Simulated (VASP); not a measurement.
# MnHg3 (Pm-3m) in VASP: notebook

MnHg3 is run at these levels: PBE; tasks: single point.

All numbers are computed with VASP 6.6.1; they aren't measurements. Logs are shortened: lines on timing, memory, paths and dates and some standing lists are left out, and cuts for length are marked.

### Step 1. The cell of the first run

The structure is cubic, space group Pm-3m (No. 221). The conventional cell has a = 4.447 Å, b = 4.447 Å, c = 4.447 Å, α = 90.00°, β = 90.00°, γ = 90.00°. Within 4.1 Å of Hg (site symmetry 4/mmm) lie 8 Hg at 3.14 Å and 4 Mn at 3.14 Å. Within 4.1 Å of Mn (site symmetry m-3m) lie 12 Hg at 3.14 Å.

### Step 2. Single point, PBE, collinear spin, ferromagnetic start

INCAR

```
PREC = Accurate ; ENCUT = 520
EDIFF = 1E-6 ; ISMEAR = -1
SIGMA = 0.05 ; LREAL = F
LASPH = T ; NELM = 150
ALGO = Fast ; ISIF = 2
LWAVE = F ; LCHARG = F
ISPIN = 2 ; MAGMOM = 0 0 0 4
LORBIT = 11 ; LMAXMIX = 4
GGA = PE ; NBANDS = 36
```

KPOINTS

```
Automatic mesh
0
Gamma
  6 6 6
```

POSCAR

```
MnHg3
1.0
    4.4471081374      0.0000000000      0.0000000000
    0.0000000000      4.4471081374      0.0000000000
    0.0000000000      0.0000000000      4.4471081374
Hg Mn
3 1
Direct
    0.5000000000      0.5000000000      0.0000000000
    0.0000000000      0.5000000000      0.5000000000
    0.5000000000      0.0000000000      0.5000000000
    0.0000000000      0.0000000000      0.0000000000
```

Potentials or basis: VASP PAW PBE potentials, release 64 (Hg, Mn_pv).

Run with:

```sh
cat potpaw_PBE.64/Hg/POTCAR potpaw_PBE.64/Mn_pv/POTCAR > POTCAR
mpirun -np 1 vasp_std > vasp.out
```

OUTCAR:

```text
PREC = Accurate
   ENCUT = 520
   EDIFF = 1E-6
   ISMEAR = -1
   LREAL = F
   LASPH = T
   NELM = 150
   ISIF = 2
   ISPIN = 2
   LORBIT = 11
   GGA = PE

 ion  position               nearest neighbor table
   1  0.500  0.500  0.000-   2 3.14   3 3.14   4 3.14   2 3.14   3 3.14   3 3.14   4 3.14   3 3.14
                             2 3.14   4 3.14   2 3.14   4 3.14
   2  0.000  0.500  0.500-   1 3.14   3 3.14   4 3.14   1 3.14   4 3.14   3 3.14   4 3.14   4 3.14
                             1 3.14   3 3.14   1 3.14   3 3.14
   3  0.500  0.000  0.500-   1 3.14   2 3.14   4 3.14   1 3.14   4 3.14   1 3.14   2 3.14   1 3.14
                             2 3.14   4 3.14   4 3.14   2 3.14
   4  0.000  0.000  0.000-   1 3.14   2 3.14   3 3.14   2 3.14   3 3.14   1 3.14   2 3.14   2 3.14
                             1 3.14   3 3.14   3 3.14   1 3.14

  LATTYP: Found a simple cubic cell.
 ALAT       =     4.4471081374

  Lattice vectors:

 A1 = (   4.4471081374,   0.0000000000,   0.0000000000)
 A2 = (   0.0000000000,   4.4471081374,   0.0000000000)
 A3 = (   0.0000000000,   0.0000000000,   4.4471081374)

Analysis of symmetry for initial positions (statically):
=====================================================================
 Subroutine PRICEL returns:
 Original cell was already a primitive cell.

 Routine SETGRP: Setting up the symmetry group for a
 simple cubic supercell.

 Subroutine GETGRP returns: Found 48 space group operations
 (whereof 48 operations were pure point group operations)
 out of a pool of 48 trial point group operations.

The static configuration has the point symmetry O_h .

Analysis of symmetry for dynamics (positions and initial velocities):
=====================================================================
 Subroutine PRICEL returns:
 Original cell was already a primitive cell.

 Routine SETGRP: Setting up the symmetry group for a
 simple cubic supercell.

 Subroutine GETGRP returns: Found 48 space group operations
 (whereof 48 operations were pure point group operations)
 out of a pool of 48 trial point group operations.

The dynamic configuration has the point symmetry O_h .

Analysis of structural, dynamic, and magnetic symmetry:
=====================================================================
 Subroutine PRICEL returns:
 Original cell was already a primitive cell.

 Routine SETGRP: Setting up the symmetry group for a
 simple cubic supercell.

 Subroutine GETGRP returns: Found 48 space group operations
[... 127 lines left out ...]
   GGA     = PE    functional components
   LHFCALC =     F    Hartree Fock is set to
   AEXX    =    0.0000 exact exchange contribution
   IVDW    =     0    specifies the selected vdW correction
   LEPSILON=     F    determine dielectric tensor
   LRPA    =     F    only Hartree local field effects (RPA)
 spin polarized calculation
 RMM-DIIS sequential band-by-band and
  energy-cutoff  :      520.00
  volume of cell :       87.95
 maximum number of plane-waves:      2401
 NGX is ok and might be reduce to    36
   NGX = 17   NGY = 17   NGZ = 17

 number of electron      48.9999983 magnetization       4.3588258

 Free energy of the ion-electron system (eV)
  ---------------------------------------------------
  ext. energy  EPLUGINS =         0.00000000
  ---------------------------------------------------
  free energy    TOTEN  =        -8.35927772 eV

  energy without entropy =       -8.33840909  energy(sigma->0) =       -8.34884341

 E-fermi :   3.7364     XC(G=0): -10.9791

 val. band max:        3.7326527489   @ k =   0.5000   0.1667   0.0000
 cond. band min:       3.7773316108   @ k =   0.5000   0.0000   0.0000
 fundamental gap:      0.0446788619
 Fermi energy:         3.7364332794

 spin component 1

 k-point     1 :       0.0000    0.0000    0.0000
  band No.  band energies     occupation
      1     -46.8559      1.00000
      2     -46.8559      1.00000
      3     -46.8559      1.00000
      4      -5.4901      1.00000
      5      -4.5250      1.00000
      6      -4.3122      1.00000
[... 769 lines left out ...]
     35      16.8709      0.00000
     36      16.8755      0.00000
 Fermi energy:         3.7364332794

 spin component 2

 k-point     1 :       0.0000    0.0000    0.0000
  band No.  band energies     occupation
      1     -42.4964      1.00000
      2     -42.4964      1.00000
      3     -42.4964      1.00000
      4      -5.4131      1.00000
      5      -4.4609      1.00000
      6      -4.2971      1.00000
[... 769 lines left out ...]
     35      16.8373      0.00000
     36      16.9036      0.00000

------------------------ aborting loop because EDIFF is reached ----------------------------------------

  FORCE on cell =-STRESS in cart. coord.  units (eV):
  Direction    XX          YY          ZZ          XY          YZ          ZX
  --------------------------------------------------------------------------------------
  -------------------------------------------------------------------------------------
  Total       -0.2325647     -0.2325647     -0.2325647     -0.0000000     -0.0000000      0.0000000
  in kB       -4.2366383     -4.2366383     -4.2366383     -0.0000000     -0.0000000      0.0000000
  external PRESSURE =      -4.2366383 kB  Pullay stress =       0.0000000 kB

 VOLUME and BASIS-vectors are now :
 -----------------------------------------------------------------------------
  energy-cutoff  :      520.00
  volume of cell :       87.95
      direct lattice vectors                 reciprocal lattice vectors
     4.447108137  0.000000000  0.000000000     0.224865231  0.000000000  0.000000000
     0.000000000  4.447108137  0.000000000     0.000000000  0.224865231  0.000000000
     0.000000000  0.000000000  4.447108137     0.000000000  0.000000000  0.224865231

 POSITION                                       TOTAL-FORCE (eV/Angst)
 -----------------------------------------------------------------------------------
      2.22355      2.22355      0.00000         0.000000      0.000000      0.000000
      0.00000      2.22355      2.22355         0.000000      0.000000      0.000000
      2.22355      0.00000      2.22355         0.000000      0.000000      0.000000
      0.00000      0.00000      0.00000         0.000000      0.000000      0.000000
 -----------------------------------------------------------------------------------
    total drift:                                0.000000      0.000000      0.000000

  FREE ENERGIE OF THE ION-ELECTRON SYSTEM (eV)
  ---------------------------------------------------
  free  energy   TOTEN  =        -8.3592777233 eV

  energy  without entropy=       -8.3384090950  energy(sigma->0) =       -8.34884341

 total charge

# of ion       s       p       d       tot
------------------------------------------
    1        0.843   0.327   9.304  10.475
    2        0.843   0.327   9.304  10.475
    3        0.843   0.327   9.304  10.475
    4        0.239   6.104   4.933  11.277
--------------------------------------------------
tot          2.769   7.086  32.846  42.702

 magnetization (x)

# of ion       s       p       d       tot
------------------------------------------
    1        0.004  -0.018   0.014   0.000
    2        0.004  -0.018   0.014   0.000
    3        0.004  -0.018   0.014   0.000
    4        0.067   0.015   4.058   4.140
--------------------------------------------------
tot          0.079  -0.040   4.101   4.140
```

OSZICAR:

```text
N       E                     dE             d eps       ncg     rms          rms(c)
DAV:   1     0.461665180587E+03    0.46167E+03   -0.25479E+04  3040   0.140E+03
DAV:   2     0.876943997758E+01   -0.45290E+03   -0.42828E+03  2904   0.397E+02
DAV:   3    -0.867216266419E+01   -0.17442E+02   -0.17180E+02  3164   0.894E+01
DAV:   4    -0.882256753775E+01   -0.15040E+00   -0.15020E+00  3204   0.753E+00
DAV:   5    -0.882439916594E+01   -0.18316E-02   -0.18316E-02  3116   0.764E-01    0.106E+01
RMM:   6    -0.898589009002E+01   -0.16149E+00   -0.44386E+00  3064   0.115E+01    0.117E+01
RMM:   7    -0.838917347586E+01    0.59672E+00   -0.12509E+00  3030   0.550E+00    0.646E+00
RMM:   8    -0.835580043350E+01    0.33373E-01   -0.10412E-01  3108   0.177E+00    0.345E+00
RMM:   9    -0.835708646997E+01   -0.12860E-02   -0.33579E-02  3066   0.958E-01    0.107E+00
RMM:  10    -0.835917925281E+01   -0.20928E-02   -0.63952E-03  3228   0.549E-01    0.185E-01
RMM:  11    -0.835924853010E+01   -0.69277E-04   -0.56868E-04  3151   0.150E-01    0.926E-02
RMM:  12    -0.835926199337E+01   -0.13463E-04   -0.90071E-05  3157   0.668E-02    0.318E-02
RMM:  13    -0.835927610640E+01   -0.14113E-04   -0.39529E-05  3149   0.423E-02    0.155E-02
RMM:  14    -0.835927720475E+01   -0.10984E-05   -0.65386E-06  2698   0.197E-02    0.718E-03
RMM:  15    -0.835927772326E+01   -0.51851E-06   -0.12896E-06  2165   0.786E-03
   1 F= -.83592777E+01 E0= -.83488434E+01  d E =-.208686E-01  mag=     4.3592
```

stdout:

```text
POSCAR found type information on POSCAR HgMn
 POSCAR found :  2 types and       4 ions
 scaLAPACK will be used
 LDA part: xc-table for (Slater+PW92), standard interpolation
 POSCAR, INCAR and KPOINTS ok, starting setup
 FFT: planning ... GRIDC
 FFT: planning ... GRID_SOFT
 FFT: planning ... GRID
 WAVECAR not read
 entering main loop
```

It took 74 s on 1 thread of AMD EPYC 9R45 (Zen 5), shared host; peak memory 0.26 GiB.

Results:

```
Free energy                                           : -8.3593 eV
Pressure                                              : -0.4 GPa
Net moment                                            : 4.36 μB per cell
Site moments                                          : Hg +0.00; Mn +4.14 μB
Valence electrons inside the program's atomic spheres : Hg 10.47; Mn 11.28
```

Caveat: spin-orbit coupling is left out, which moves the levels of the heavy elements.

### Step 3. Single point, PBE, collinear spin, ferromagnetic start

This run uses another cell than the first one, of 22.42 Å³/atom.

INCAR

```
SYSTEM = MnHg3
PREC = Accurate ; ENCUT = 520
EDIFF = 1E-6 ; ISMEAR = -1
SIGMA = 0.05 ; LREAL = .FALSE.
LASPH = .TRUE. ; NELM = 150
ALGO = Fast ; ISIF = 2
LWAVE = .FALSE. ; LCHARG = .FALSE.
ISPIN = 2 ; MAGMOM = 0 0 0 4
LORBIT = 11 ; LMAXMIX = 4
GGA = PE ; NBANDS = 36
```

KPOINTS

```
regular mesh
0
G
  6 6 6
  0 0 0
```

POSCAR

```
MnHg3
1.0
    4.4759862722      0.0000000000      0.0000000000
    0.0000000000      4.4759862722      0.0000000000
    0.0000000000      0.0000000000      4.4759862722
Hg Mn
3 1
Direct
    0.5000000000      0.5000000000      0.0000000000
    0.0000000000      0.5000000000      0.5000000000
    0.5000000000      0.0000000000      0.5000000000
    0.0000000000      0.0000000000      0.0000000000
```

Potentials or basis: VASP PAW PBE potentials, release 64 (Hg, Mn_pv).

Run with:

```sh
cat potpaw_PBE.64/Hg/POTCAR potpaw_PBE.64/Mn_pv/POTCAR > POTCAR
mpirun -np 1 vasp_std > vasp.out
```

OUTCAR:

```text
SYSTEM = MnHg3
   PREC = Accurate
   ENCUT = 520
   EDIFF = 1E-6
   ISMEAR = -1
   LREAL = .FALSE.
   LASPH = .TRUE.
   NELM = 150
   ISIF = 2
   ISPIN = 2
   LORBIT = 11
   GGA = PE

 ion  position               nearest neighbor table
   1  0.500  0.500  0.000-   2 3.17   3 3.17   4 3.17   2 3.17   3 3.17   3 3.17   4 3.17   3 3.17
                             2 3.17   4 3.17   2 3.17   4 3.17
   2  0.000  0.500  0.500-   1 3.17   3 3.17   4 3.17   1 3.17   4 3.17   3 3.17   4 3.17   4 3.17
                             1 3.17   3 3.17   1 3.17   3 3.17
   3  0.500  0.000  0.500-   1 3.17   2 3.17   4 3.17   1 3.17   4 3.17   1 3.17   2 3.17   1 3.17
                             2 3.17   4 3.17   4 3.17   2 3.17
   4  0.000  0.000  0.000-   1 3.17   2 3.17   3 3.17   2 3.17   3 3.17   1 3.17   2 3.17   2 3.17
                             1 3.17   3 3.17   3 3.17   1 3.17

  LATTYP: Found a simple cubic cell.
 ALAT       =     4.4759862722

  Lattice vectors:

 A1 = (   4.4759862722,   0.0000000000,   0.0000000000)
 A2 = (   0.0000000000,   4.4759862722,   0.0000000000)
 A3 = (   0.0000000000,   0.0000000000,   4.4759862722)

Analysis of symmetry for initial positions (statically):
=====================================================================
 Subroutine PRICEL returns:
 Original cell was already a primitive cell.

 Routine SETGRP: Setting up the symmetry group for a
 simple cubic supercell.

 Subroutine GETGRP returns: Found 48 space group operations
 (whereof 48 operations were pure point group operations)
 out of a pool of 48 trial point group operations.

The static configuration has the point symmetry O_h .

Analysis of symmetry for dynamics (positions and initial velocities):
=====================================================================
 Subroutine PRICEL returns:
 Original cell was already a primitive cell.

 Routine SETGRP: Setting up the symmetry group for a
 simple cubic supercell.

 Subroutine GETGRP returns: Found 48 space group operations
 (whereof 48 operations were pure point group operations)
 out of a pool of 48 trial point group operations.

[... 165 lines left out ...]
 cond. band min:       3.6426325356   @ k =   0.5000   0.0000   0.0000
 fundamental gap:      0.0564219502
 Fermi energy:         3.5888623787

 spin component 1

 k-point     1 :       0.0000    0.0000    0.0000
  band No.  band energies     occupation
      1     -47.0541      1.00000
      2     -47.0541      1.00000
      3     -47.0541      1.00000
      4      -5.5001      1.00000
      5      -4.5787      1.00000
      6      -4.3768      1.00000
[... 769 lines left out ...]
     35      16.6097      0.00000
     36      16.6375      0.00000
 Fermi energy:         3.5888623787

 spin component 2

 k-point     1 :       0.0000    0.0000    0.0000
  band No.  band energies     occupation
      1     -42.6670      1.00000
      2     -42.6670      1.00000
      3     -42.6670      1.00000
      4      -5.4208      1.00000
      5      -4.5148      1.00000
      6      -4.3610      1.00000
[... 769 lines left out ...]
     35      16.5853      0.00000
     36      16.5968      0.00000

------------------------ aborting loop because EDIFF is reached ----------------------------------------

  FORCE on cell =-STRESS in cart. coord.  units (eV):
  Direction    XX          YY          ZZ          XY          YZ          ZX
  --------------------------------------------------------------------------------------
  -------------------------------------------------------------------------------------
  Total       -0.6899857     -0.6899857     -0.6899857     -0.0000000     -0.0000000      0.0000000
  in kB      -12.3277676    -12.3277676    -12.3277676     -0.0000000     -0.0000000      0.0000000
  external PRESSURE =     -12.3277676 kB  Pullay stress =       0.0000000 kB

 VOLUME and BASIS-vectors are now :
 -----------------------------------------------------------------------------
  energy-cutoff  :      520.00
  volume of cell :       89.67
      direct lattice vectors                 reciprocal lattice vectors
     4.475986272  0.000000000  0.000000000     0.223414447  0.000000000  0.000000000
     0.000000000  4.475986272  0.000000000     0.000000000  0.223414447  0.000000000
     0.000000000  0.000000000  4.475986272     0.000000000  0.000000000  0.223414447

 POSITION                                       TOTAL-FORCE (eV/Angst)
 -----------------------------------------------------------------------------------
      2.23799      2.23799      0.00000         0.000000      0.000000      0.000000
      0.00000      2.23799      2.23799         0.000000      0.000000      0.000000
      2.23799      0.00000      2.23799         0.000000      0.000000      0.000000
      0.00000      0.00000      0.00000         0.000000      0.000000      0.000000
 -----------------------------------------------------------------------------------
    total drift:                                0.000000      0.000000      0.000000

  FREE ENERGIE OF THE ION-ELECTRON SYSTEM (eV)
  ---------------------------------------------------
  free  energy   TOTEN  =        -8.3515737771 eV

  energy  without entropy=       -8.3332250647  energy(sigma->0) =       -8.34239942

 total charge

# of ion       s       p       d       tot
------------------------------------------
    1        0.846   0.314   9.305  10.465
    2        0.846   0.314   9.305  10.465
    3        0.846   0.314   9.305  10.465
    4        0.241   6.099   4.926  11.266
--------------------------------------------------
tot          2.780   7.040  32.842  42.662

 magnetization (x)

# of ion       s       p       d       tot
------------------------------------------
    1        0.005  -0.017   0.014   0.002
    2        0.005  -0.017   0.014   0.002
    3        0.005  -0.017   0.014   0.002
    4        0.070   0.015   4.082   4.167
--------------------------------------------------
tot          0.086  -0.038   4.125   4.173
```

stdout:

```text
POSCAR found type information on POSCAR HgMn
 POSCAR found :  2 types and       4 ions
 scaLAPACK will be used
 LDA part: xc-table for (Slater+PW92), standard interpolation
 POSCAR, INCAR and KPOINTS ok, starting setup
 FFT: planning ... GRIDC
 FFT: planning ... GRID_SOFT
 FFT: planning ... GRID
 WAVECAR not read
 entering main loop
```

It took 65 s on 1 thread of AMD EPYC 9R45 (Zen 5), shared host; peak memory 0.26 GiB.

What came out:

```yaml
Free_energy: -8.3516 eV
Pressure: -1.2 GPa
Net_moment: 4.40 μB per cell
Site_moments: Hg +0.00; Mn +4.17 μB
Valence_electrons_inside_the_program's_atomic_spheres: Hg 10.46; Mn 11.27
```

Levels at points of the mesh, in eV from the Fermi level:
Spin up:
```tsv
k point	band 23	band 24	band 25	band 26	band 27	band 28	band 29	band 30	band 31	band 32
(0.00, 0.00, 0.00)	-2.75	-2.75	-0.29	-0.29	-0.29	0.69	0.69	2.96	7.16	7.16
(0.50, 0.00, 0.00)	-3.10	-2.90	-2.77	0.48	2.18	2.90	2.90	3.11	3.11	4.90
(0.50, 0.50, 0.00)	-3.09	-3.09	-2.95	-2.19	-2.05	4.49	4.60	4.60	5.50	5.50
(0.50, 0.50, 0.50)	-2.82	-1.86	-1.73	-1.73	-1.73	-1.16	-1.16	-1.16	0.92	12.87
```
Spin down:
| k point | band 18 | band 19 | band 20 | band 21 | band 22 | band 23 | band 24 | band 25 | band 26 | band 27 |
| --- | --- | --- | --- | --- | --- | --- | --- | --- | --- | --- |
| (0.00, 0.00, 0.00) | -5.84 | -5.84 | -0.60 | -0.60 | -0.12 | -0.12 | -0.12 | 1.05 | 1.05 | 1.05 |
| (0.50, 0.00, 0.00) | -6.31 | -6.04 | -5.84 | 0.05 | 0.05 | 0.27 | 0.45 | 0.84 | 1.01 | 3.25 |
| (0.50, 0.50, 0.00) | -6.54 | -5.18 | -3.78 | -3.78 | -2.59 | 0.40 | 0.40 | 0.96 | 1.15 | 1.39 |
| (0.50, 0.50, 0.50) | -5.99 | -2.42 | -2.42 | -2.42 | -1.86 | -1.55 | -1.55 | -1.55 | 1.11 | 1.11 |

Caveat: spin-orbit coupling is left out, which moves the levels of the heavy elements.

(Continued in part 2 of 2.)
